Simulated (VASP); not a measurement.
Write the native input for VASP 6.6.1 that does the following.

```yaml
Task: single point
Functional: PBE
Potentials_or_basis: VASP PAW PBE potentials, release 64 (C)
Cutoff: 520 eV
k_mesh: 18 × 18 × 8
Occupations: gaussian, width 0.1 eV
Spin: no spin polarisation
Dipole_correction: no
Further_INCAR_settings: ALGO = Normal; EDIFF = 1e-06; NBANDS = 16
```

The structure of C lies in POSCAR:

```
C
1.0
    2.9435974145      0.0000000000      0.0000000000
   -1.4717987072      2.5492301395      0.0000000000
    0.0000000000      0.0000000000      6.2655580240
C
4
Direct
    0.5000000000      0.0000000000      0.5000000000
    0.0000000000      0.5000000000      0.5000000000
    0.5000000000      0.5000000000      0.5000000000
    0.0000000000      0.0000000000      0.0000000000
```

The cell was generated, and may not be a known phase.

One way to write it, as run:

INCAR

```
PREC = Accurate
ENCUT = 520
EDIFF = 1E-6
ISMEAR = 0
SIGMA = 0.1
LREAL = F
LASPH = T
NELM = 60
ALGO = Normal
ISIF = 2
LWAVE = F
LCHARG = F
GGA = PE
NBANDS = 16
```

KPOINTS

```
regular mesh
0
Gamma
  18 18 8
```

Potentials or basis: VASP PAW PBE potentials, release 64 (C).

Launch:

```bash
$ cat potpaw_PBE.64/C/POTCAR > POTCAR
$ mpirun -np 1 vasp_std > vasp.out
```

It gave:

```json
{
 "Pressure": "0.1 GPa",
 "Band gap on the k mesh": "zero (bands 8 and 9 overlap by 1.83 eV)"
}
```

Caveat: this functional lacks dispersion, which binds layers or chains, so the pressure and a relaxed spacing across them are unreliable.

Run time: 3.3 min on 1 thread of Intel Xeon 8259CL, with other jobs on the host, peak memory 0.23 GiB.
